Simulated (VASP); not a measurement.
Wanted: the native input for a VASP 6.6.1 run.

```yaml
Task: single point
Functional: r2SCAN
Potentials_or_basis: VASP PAW PBE potentials, release 64 (Sr_sv, Ti_sv, O, Cl)
Cutoff: 520 eV
k_mesh: 5 × 5 × 5
Occupations: fermi-dirac, width 0.0748 eV
Spin: no spin polarisation
Hubbard_terms: Ti d U = 6.39 eV, J = 0.76 eV
Dipole_correction: no
LDAUTYPE: 1
Hund's_J: 0.76
Further_INCAR_settings: ALGO = Normal; EDIFF = 1e-06; NBANDS = 38
```

The system is Sr2TiCl2O2.

```xyz
7
Lattice="0.0000 4.0076 0.0000 4.0076 0.0000 0.0000 2.0038 2.0038 -7.8731" Properties=species:S:1:pos:R:3 pbc="T T T"
Sr    2.0038    2.0038   -1.6974
Sr    4.0076    4.0076   -6.1756
Ti    0.0000    0.0000    0.0000
O     0.0000    2.0038    0.0000
O     2.0038    0.0000    0.0000
Cl    2.0038    2.0038   -4.9884
Cl    4.0076    4.0076   -2.8847
```

The input as run:

POSCAR

```
Sr2TiCl2O2
1.0
    0.0000000000      4.0076048300      0.0000000000
    4.0076048300      0.0000000000      0.0000000000
    2.0038029200      2.0038029200     -7.8730545100
Sr Ti O Cl
2 1 2 2
Direct
    0.3922000000      0.3922000000      0.2156000000
    0.6078000000      0.6078000000      0.7844000000
    0.0000000000      0.0000000000      0.0000000000
    0.5000000000      0.0000000000      0.0000000000
    0.0000000000      0.5000000000      0.0000000000
    0.1832000000      0.1832000000      0.6336000000
    0.8168000000      0.8168000000      0.3664000000
```

INCAR.step1

```
  PREC = Accurate
  ENCUT = 520
  ISMEAR = -1
  SIGMA = 0.0748
  LREAL = False
  LASPH = True
  NELM = 150
  LMAXMIX = 4
  LDAU = True
  LDAUTYPE = 1
  LDAUL = -1 2 -1 -1
  LDAUU = 0 6.39 0 0
  LDAUJ = 0 0.76 0 0
  NBANDS = 38
  GGA = PE
  ALGO = Normal
  EDIFF = 1E-4
  LWAVE = True
  LCHARG = False
```

INCAR.step2

```
  PREC = Accurate
  ENCUT = 520
  EDIFF = 1E-6
  ISMEAR = -1
  SIGMA = 0.0748
  LREAL = False
  LASPH = True
  NELM = 150
  ALGO = Normal
  ISIF = 2
  LWAVE = False
  LCHARG = True
  LMAXMIX = 4
  LDAU = True
  LDAUTYPE = 1
  LDAUL = -1 2 -1 -1
  LDAUU = 0 6.39 0 0
  LDAUJ = 0 0.76 0 0
  LDAUPRINT = 1
  METAGGA = R2SCAN
  LMIXTAU = True
  LELF = True
  LVHAR = True
  NBANDS = 38
  ISTART = 1
```

KPOINTS

```
Automatic mesh
0
Gamma
  5 5 5
```

Potentials or basis: VASP PAW PBE potentials, release 64 (Sr_sv, Ti_sv, O, Cl).

Command:

```bash
$ cat potpaw_PBE.64/Sr_sv/POTCAR potpaw_PBE.64/Ti_sv/POTCAR potpaw_PBE.64/O/POTCAR potpaw_PBE.64/Cl/POTCAR > POTCAR
$ cp INCAR.step1 INCAR
$ mpirun -np 1 vasp_std > vasp.out
$ cp INCAR.step2 INCAR
$ mpirun -np 1 vasp_std > vasp.out
```

It gave:

* Pressure: 4.4 GPa
* Largest force: 0.447 eV/Å
* Band gap on the k mesh: zero (band 29 reaches 8.30 eV, above the bottom of band 30 at 6.98 eV)

Caveat: the PAW data sets were made with another functional, which shifts forces and pressure a little; U without spin polarisation on a metal has little footing.

Run time: 5.4 min on 1 thread of Intel(R) Xeon(R) Platinum 8488C (Sapphire Rapids), with other jobs on the host, peak memory 0.29 GiB.
